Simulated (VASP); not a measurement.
Wanted: the native input for a VASP 6.6.1 run.

```
Task                   : single point
Functional             : PBEsol
Potentials or basis    : VASP PAW PBE potentials, release 64 (Al)
Cutoff                 : 520 eV
k mesh                 : 14 × 14 × 4
Occupations            : fermi-dirac, width 0.1 eV
Spin                   : no spin polarisation
Dipole correction      : no
Further INCAR settings : ALGO = Normal; EDIFF = 1e-06; NBANDS = 14
```

The structure of Al lies in POSCAR:

```
Al
1.0
    2.8667053746      0.0000000000      0.0000000000
   -1.4333526873      2.4826396796      0.0000000000
    0.0000000000      0.0000000000      9.4946498226
Al
4
Direct
    1.0000000000      0.0000000000      1.0000000000
    1.0000000000      0.0000000000      0.5000000000
    0.3333333333      0.6666666667      0.2500000000
    0.6666666667      0.3333333333      0.7500000000
```

This isn't the form of Al at room conditions, which is fcc.

The input as run:

INCAR

```
SYSTEM = Al
PREC = Accurate
ENCUT = 520
EDIFF = 1E-6
ISMEAR = -1
SIGMA = 0.1
LREAL = .False.
LASPH = .True.
NELM = 60
ALGO = Normal
ISIF = 2
LWAVE = .False.
LCHARG = .False.
GGA = PS
NBANDS = 14
```

KPOINTS

```
regular mesh
0
Gamma
  14 14 4
  0 0 0
```

Potentials or basis: VASP PAW PBE potentials, release 64 (Al).

Command:

```console
$ cat potpaw_PBE.64/Al/POTCAR > POTCAR
$ mpirun -np 1 vasp_std > vasp.out
```

It gave:

| Property | Result |
| --- | --- |
| Pressure | -2.9 GPa |
| Band gap on the k mesh | zero (bands 6 and 7 overlap by 5.44 eV) |

Caveat: the PAW data sets were made with another functional, which shifts forces and pressure a little.

It took 65 s on 1 thread of Intel Xeon 8259CL (shared host), peak memory 0.21 GiB.
